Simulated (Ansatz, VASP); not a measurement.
# AgPd4: VASP beside Ansatz

```
Ag Pd
1.0
     2.78887    0.00000    0.00000
     0.00000    2.78887    0.00000
     0.00000    0.00000   23.88810
Ag Pd
1 4
Direct
  0.00000 0.00000 0.33681
  0.50000 0.50000 0.41804
  0.00000 0.00000 0.50000
  0.50000 0.50000 0.58196
  0.00000 0.00000 0.66319
```

Alike in both runs: task single point; functional PBE; k mesh 12 × 12 × 1; occupations fermi-dirac, width 0.05 eV; no spin polarisation.

|  | VASP | Ansatz |
| --- | --- | --- |
| version | VASP 6.6.1 | Ansatz 0.2.0 |
| potentials or method | VASP PAW PBE potentials, release 64 (Ag, Pd), cutoff 520 eV | all-electron LAPW, scalar-relativistic |

```csv
,VASP,Ansatz,Ansatz less VASP
rms of the force components (eV/Å),0.175,0.177,+0.0017
```

Atom by atom the forces differ by 0.003 eV/Å (rms over components). Ansatz ran all-electron here, and VASP with PAW potentials.
